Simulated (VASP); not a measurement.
# Zn2Sb3 (R-3c) in VASP: notebook, part 2 of 2

VASP 6.6.1. The steps go on from the part before.

**4. Relaxation of cell and atoms, PBE**

The input, INCAR:

```
SYSTEM = Zn2Sb3
PREC = Accurate
ENCUT = 600
EDIFF = 1E-7
ISMEAR = 0
SIGMA = 0.1
LREAL = .False.
LASPH = .True.
NELM = 60
ALGO = Normal
ISIF = 3
LWAVE = .False.
LCHARG = .False.
GGA = PE
IBRION = 2
NSW = 90
EDIFFG = -0.04
```

The input, KPOINTS:

```
regular mesh
0
Gamma
  3 3 3
  0 0 0
```

The input, POSCAR:

```
Zn2Sb3
1.0
    3.3045618621      1.9078896806      6.0147988371
   -3.3045618621      1.9078896806      6.0147988371
    0.0000000000     -3.8157793614      6.0147988371
Zn Sb
4 6
Direct
    0.8521800000      0.8521800000      0.8521800000
    0.6478200000      0.6478200000      0.6478200000
    0.1478200000      0.1478200000      0.1478200000
    0.3521800000      0.3521800000      0.3521800000
    0.0562500000      0.4437500000      0.7500000000
    0.7500000000      0.0562500000      0.4437500000
    0.4437500000      0.7500000000      0.0562500000
    0.9437500000      0.5562500000      0.2500000000
    0.2500000000      0.9437500000      0.5562500000
    0.5562500000      0.2500000000      0.9437500000
```

Potentials or basis: VASP PAW PBE potentials, release 64 (Zn, Sb).

The run is started by

```
$ cat potpaw_PBE.64/Zn/POTCAR potpaw_PBE.64/Sb/POTCAR > POTCAR
$ mpirun -np 1 vasp_std > vasp.out
```

OUTCAR:

```text
SYSTEM = Zn2Sb3
   PREC = Accurate
   ENCUT = 600
   EDIFF = 1E-7
   ISMEAR = 0
   LREAL = .False.
   LASPH = .True.
   NELM = 60
   ISIF = 3
   GGA = PE
   IBRION = 2
   NSW = 90
   EDIFFG = -0.04

 ion  position               nearest neighbor table
   1  0.852  0.852  0.852-  10 2.58   9 2.58   8 2.58   5 2.74   7 2.74   6 2.74
   2  0.648  0.648  0.648-   9 2.58  10 2.58   8 2.58   5 2.74   6 2.74   7 2.74
   3  0.148  0.148  0.148-   7 2.58   6 2.58   5 2.58   8 2.74  10 2.74   9 2.74
   4  0.352  0.352  0.352-   6 2.58   7 2.58   5 2.58   8 2.74   9 2.74  10 2.74
   5  0.056  0.444  0.750-   3 2.58   4 2.58   1 2.74   2 2.74   6 3.51   7 3.51   8 3.64   8 3.64
                             9 3.78  10 3.78  10 3.78   9 3.78
   6  0.750  0.056  0.444-   4 2.58   3 2.58   2 2.74   1 2.74   5 3.51   7 3.51   9 3.64   9 3.64
                             8 3.78   8 3.78  10 3.78  10 3.78
   7  0.444  0.750  0.056-   3 2.58   4 2.58   1 2.74   2 2.74   5 3.51   6 3.51  10 3.64  10 3.64
                             8 3.78   8 3.78   9 3.78   9 3.78
   8  0.944  0.556  0.250-   1 2.58   2 2.58   3 2.74   4 2.74  10 3.51   9 3.51   5 3.64   5 3.64
                             6 3.78   7 3.78   6 3.78   7 3.78
   9  0.250  0.944  0.556-   2 2.58   1 2.58   4 2.74   3 2.74   8 3.51  10 3.51   6 3.64   6 3.64
                             5 3.78   5 3.78   7 3.78   7 3.78
  10  0.556  0.250  0.944-   1 2.58   2 2.58   3 2.74   4 2.74   8 3.51   9 3.51   7 3.64   7 3.64
                             5 3.78   5 3.78   6 3.78   6 3.78

  LATTYP: Found a trigonal (rhomboedric) cell.
 ALAT       =     7.1230595382
 COS(alpha) =     0.5695481095

  Lattice vectors:

 A1 = (   3.3045618621,   1.9078896806,   6.0147988371)
 A2 = (  -3.3045618621,   1.9078896806,   6.0147988371)
[... 166 lines left out ...]

--------------------------------------- Ionic step        1  -------------------------------------------

 number of electron      78.0000011 magnetization

 Free energy of the ion-electron system (eV)
  ---------------------------------------------------
  ext. energy  EPLUGINS =         0.00000000
  ---------------------------------------------------
  free energy    TOTEN  =       -26.16607392 eV

  energy without entropy =      -26.14426831  energy(sigma->0) =      -26.15517112

 E-fermi :   6.7703     XC(G=0): -10.3103

 val. band max:        6.7016681776   @ k =  -0.3333   0.3333   0.0000
 cond. band min:       6.8269440492   @ k =  -0.3333   0.3333   0.3333
 fundamental gap:      0.1252758716
 Fermi energy:         6.7703303018
[... 721 lines left out ...]
     45       7.4093      0.00000
     46       7.9444      0.00000

[... ionic steps 4 to 40 ...]

--------------------------------------- Ionic step       41  -------------------------------------------

 number of electron      78.0000013 magnetization

------------------------ aborting loop because EDIFF is reached ----------------------------------------
[... 83 lines left out ...]
--------------------------------------- Ionic step       43  -------------------------------------------

 number of electron      78.0000014 magnetization

 Free energy of the ion-electron system (eV)
  ---------------------------------------------------
  ext. energy  EPLUGINS =         0.00000000
  ---------------------------------------------------
  free energy    TOTEN  =       -27.48409110 eV

  energy without entropy =      -27.46963076  energy(sigma->0) =      -27.47686093

 E-fermi :   5.4979     XC(G=0):  -9.8132

 val. band max:        5.4182023776   @ k =  -0.3333   0.3333   0.0000
 cond. band min:       5.5747657676   @ k =  -0.3333   0.3333   0.3333
 fundamental gap:      0.1565633900
 Fermi energy:         5.4979013086
[... 329 lines left out ...]
  FREE ENERGIE OF THE ION-ELECTRON SYSTEM (eV)
  ---------------------------------------------------
  free  energy   TOTEN  =       -27.4840910966 eV

  energy  without entropy=      -27.4696307602  energy(sigma->0) =      -27.47686093

 reached required accuracy - stopping structural energy minimisation
```

OSZICAR:

```text
N       E                     dE             d eps       ncg     rms          rms(c)
DAV:   1     0.586457760585E+03    0.58646E+03   -0.35780E+04   552   0.197E+03
DAV:   2     0.312652691079E+02   -0.55519E+03   -0.54194E+03   572   0.433E+02
DAV:   3    -0.249046294751E+02   -0.56170E+02   -0.54141E+02   626   0.135E+02
[... 478 lines left out ...]
DAV:   5    -0.274840965423E+02    0.10336E-05   -0.77648E-05   616   0.872E-02    0.194E-02
DAV:   6    -0.274840922395E+02    0.43028E-05   -0.97782E-06   724   0.198E-02    0.853E-03
DAV:   7    -0.274840908392E+02    0.14003E-05   -0.39061E-06   754   0.131E-02    0.224E-03
DAV:   8    -0.274840909979E+02   -0.15874E-06   -0.11753E-06   562   0.855E-03    0.166E-03
DAV:   9    -0.274840910966E+02   -0.98743E-07   -0.38147E-08   276   0.204E-03
  43 F= -.27484091E+02 E0= -.27476861E+02  d E =-.161618E-02
```

CONTCAR:

```text
Zn2Sb3
   1.00000000000000
     3.5617178322647765    2.0563587492020186    5.7943003103955704
    -3.5617178322647765    2.0563587492020186    5.7943003103955704
    -0.0000000000000001   -4.1127174986129580    5.7943003103932380
  Zn              Sb
     4     6
Direct
     0.8727869451785512    0.8727869451785512    0.8727869451785463
     0.6272130548214488    0.6272130548214488    0.6272130548214537
     0.1272130548214487    0.1272130548214487    0.1272130548214539
     0.3727869451785511    0.3727869451785511    0.3727869451785462
     0.0245369934330399    0.4754630065669599    0.7500000000000000
     0.7500000000000012    0.0245369934330411    0.4754630065669579
     0.4754630065669588    0.7499999999999988    0.0245369934330419
     0.9754630065669599    0.5245369934330401    0.2500000000000000
     0.2499999999999989    0.9754630065669589    0.5245369934330419
     0.5245369934330411    0.2500000000000010    0.9754630065669581

  0.00000000E+00  0.00000000E+00  0.00000000E+00
  0.00000000E+00  0.00000000E+00  0.00000000E+00
  0.00000000E+00  0.00000000E+00  0.00000000E+00
  0.00000000E+00  0.00000000E+00  0.00000000E+00
  0.00000000E+00  0.00000000E+00  0.00000000E+00
  0.00000000E+00  0.00000000E+00  0.00000000E+00
  0.00000000E+00  0.00000000E+00  0.00000000E+00
  0.00000000E+00  0.00000000E+00  0.00000000E+00
  0.00000000E+00  0.00000000E+00  0.00000000E+00
  0.00000000E+00  0.00000000E+00  0.00000000E+00
```

Run time: 45 min. Hardware: 1 thread of AMD EPYC 9R45 (Zen 5), shared host; peak memory 0.53 GiB.

What came out:

```
Free energy                           : -27.4841 eV
Relaxed volume                        : 25.46 Å³/atom
Relaxed cell                          : a = 7.106 Å, b = 7.106 Å, c = 7.106 Å, α = 60.17°, β = 60.17°, γ = 60.17°
Space group after relaxing (to 0.1 Å) : R-3c (No. 167)
Energy gained by relaxing             : 131.8 meV/atom
Ionic steps                           : 43
Pressure after relaxing               : 0.0 GPa
Largest force after relaxing          : 0.015 eV/Å
Band gap on the k mesh                : zero (bands 39 and 40 overlap by 0.94 eV)
```

Forces in eV/Å, atoms in the order of the input:
```
Zn   0.000  0.000 -0.006
Zn   0.000  0.000  0.006
Zn   0.000  0.000  0.006
Zn   0.000  0.000 -0.006
Sb  -0.015  0.000  0.000
Sb   0.008 -0.013  0.000
Sb   0.008  0.013  0.000
Sb   0.015  0.000  0.000
Sb  -0.008  0.013  0.000
Sb  -0.008 -0.013  0.000
```

Stress tensor (GPa, compression positive):
```
 0.04  0.00  0.00
 0.00  0.04  0.00
 0.00  0.00 -0.09
```

The path:
| step | energy change (eV) | largest force (eV/Å) | pressure (GPa) | volume (Å³) |
| --- | --- | --- | --- | --- |
| 1 | 0.0000 | 0.3056 | 9.25 | 227.53 |
| 3 | -0.9047 | 0.2641 | -0.37 | 260.26 |
| 5 | -0.9846 | 0.1573 | -0.30 | 260.05 |
| 7 | -1.0745 | 0.4414 | 0.28 | 257.44 |
| 9 | -1.1511 | 0.2818 | -0.80 | 260.68 |
| 11 | -1.2077 | 0.1049 | 0.47 | 253.01 |
| 13 | -1.2179 | 0.0406 | -0.10 | 255.42 |
| 15 | -1.2204 | 0.0675 | 0.15 | 254.29 |
| 17 | -1.2253 | 0.0727 | -0.02 | 255.19 |
| 19 | -1.2353 | 0.1110 | -0.69 | 259.12 |
| 21 | -1.2378 | 0.1108 | -0.67 | 259.14 |
| 23 | -1.2489 | 0.0975 | -0.64 | 259.24 |
| 25 | -1.2608 | 0.1154 | -0.39 | 258.61 |
| 27 | -1.2637 | 0.1668 | 0.92 | 252.22 |
| 29 | -1.2728 | 0.1383 | 0.25 | 255.22 |
| 31 | -1.2875 | 0.1087 | -0.11 | 255.79 |
| 33 | -1.2963 | 0.0770 | 0.11 | 254.16 |
| 35 | -1.3009 | 0.0903 | -0.06 | 254.80 |
| 37 | -1.3073 | 0.0863 | -0.52 | 257.04 |
| 39 | -1.3158 | 0.0386 | -0.32 | 256.12 |
| 41 | -1.3164 | 0.0225 | -0.26 | 255.85 |
| 43 | -1.3180 | 0.0153 | -0.01 | 254.63 |

Final structure:
```
CELL_PARAMETERS angstrom
3.56172 2.05636 5.79430
-3.56172 2.05636 5.79430
0.00000 -4.11272 5.79430
ATOMIC_POSITIONS crystal
Zn 0.87279 0.87279 0.87279
Zn 0.62721 0.62721 0.62721
Zn 0.12721 0.12721 0.12721
Zn 0.37279 0.37279 0.37279
Sb 0.02454 0.47546 0.75000
Sb 0.75000 0.02454 0.47546
Sb 0.47546 0.75000 0.02454
Sb 0.97546 0.52454 0.25000
Sb 0.25000 0.97546 0.52454
Sb 0.52454 0.25000 0.97546
```

Levels at points of the mesh, in eV from the Fermi level:
| k point | band 35 | band 36 | band 37 | band 38 | band 39 | band 40 | band 41 | band 42 |
| --- | --- | --- | --- | --- | --- | --- | --- | --- |
| (0.00, 0.00, 0.00) | -3.00 | 0.50 | 0.50 | 0.57 | 0.57 | 1.06 | 1.19 | 1.19 |

Caveat: the k points lie up to 0.36 Å⁻¹ apart in the final cell, too coarse for converged energies and pressures of a metal; spin-orbit coupling is left out, which moves the levels of the heavy elements.

**5. Single point, PBE**

This run uses another cell than the first one, of 24.84 Å³/atom.

The input, INCAR:

```
PREC = Accurate
ENCUT = 520
EDIFF = 1E-6
ISMEAR = 0
SIGMA = 0.1
LREAL = F
LASPH = T
NELM = 60
ALGO = Normal
ISIF = 2
LWAVE = F
LCHARG = T
GGA = PE
LELF = T
LVHAR = T
NBANDS = 50
```

The input, KPOINTS:

```
Automatic mesh
0
Gamma
  6 6 6
```

The input, POSCAR:

```
Zn2Sb3
1.0
    3.8135197231      2.2017366387      4.9306931203
   -3.8135197231      2.2017366387      4.9306931203
    0.0000000000     -4.4034732774      4.9306931203
Zn Sb
4 6
Direct
    0.3401007012      0.3401007012      0.3401007012
    0.1598992988      0.1598992988      0.1598992988
    0.6598992988      0.6598992988      0.6598992988
    0.8401007012      0.8401007012      0.8401007012
    0.5936634778      0.9063365222      0.2500000000
    0.2500000000      0.5936634778      0.9063365222
    0.9063365222      0.2500000000      0.5936634778
    0.4063365222      0.0936634778      0.7500000000
    0.7500000000      0.4063365222      0.0936634778
    0.0936634778      0.7500000000      0.4063365222
```

The run is started by

```
$ cat potpaw_PBE.64/Zn/POTCAR potpaw_PBE.64/Sb/POTCAR > POTCAR
$ mpirun -np 1 vasp_std > vasp.out
```

Wall time 4.1 min (1 thread of AMD EPYC 9R45 (Zen 5), shared host); peak memory 0.49 GiB.

The run converged. Its results:

* Free energy: -27.7961 eV
* Pressure: 0.0 GPa
* Band gap on the k mesh: zero (bands 39 and 40 overlap by 0.80 eV)

Forces in eV/Å, atoms in the order of the input:
```
Zn   0.000  0.000  0.002
Zn   0.000  0.000 -0.002
Zn   0.000  0.000 -0.002
Zn   0.000  0.000  0.002
Sb   0.000  0.000  0.000
Sb   0.000  0.000  0.000
Sb   0.000  0.000  0.000
Sb   0.000  0.000  0.000
Sb   0.000  0.000  0.000
Sb   0.000  0.000  0.000
```

Stress tensor (GPa, compression positive):
```
 0.07  0.00  0.00
 0.00  0.07  0.00
 0.00  0.00 -0.02
```

Levels at points of the mesh, in eV from the Fermi level:
| k point | band 37 | band 38 | band 39 | band 40 | band 41 | band 42 |
| --- | --- | --- | --- | --- | --- | --- |
| (0.00, 0.00, 0.00) | -0.57 | -0.24 | -0.24 | 0.84 | 1.89 | 2.08 |
| (0.50, 0.00, 0.00) | -0.64 | -0.64 | -0.42 | -0.42 | -0.04 | -0.04 |
| (0.50, 0.50, 0.00) | -1.33 | -0.79 | -0.42 | -0.13 | 0.46 | 1.52 |
| (0.50, 0.50, 0.50) | -0.05 | -0.05 | -0.05 | -0.05 | 0.65 | 0.65 |

Caveat: spin-orbit coupling is left out, which moves the levels of the heavy elements.

**6. The runs side by side**

```csv
task,cell,k mesh,cutoff (eV),gap on the mesh (eV),pressure (GPa),largest force (eV/Å)
single point,"a = 7.123 Å, angles 55.3°, 10 atoms, atomic positions A",3 × 3 × 3,520,none,9.3,0.31
single point,"a = 7.133 Å, angles 59.8°, 10 atoms, atomic positions B",3 × 3 × 3,520,none,-0.1,0.01
relaxation of cell and atoms,"relaxed from a = 7.123 Å, angles 55.3°, 10 atoms, atomic positions A",3 × 3 × 3,600,none,0.0,0.02
single point,"a = 6.611 Å, angles 70.5°, 10 atoms, atomic positions C",6 × 6 × 6,520,none,0.0,-
```

Alike in all rows: level PBE; potentials or basis VASP PAW PBE potentials, release 64 (Zn, Sb); no spin polarisation; smearing gaussian 0.1 eV.

Caveats: some runs use coarse meshes; spin-orbit coupling is left out, which moves the levels of the heavy elements.

Absolute energies hang on the potentials; compare differences alone.

The gap in the log of VASP goes by the Fermi energy; the results here count the filled bands.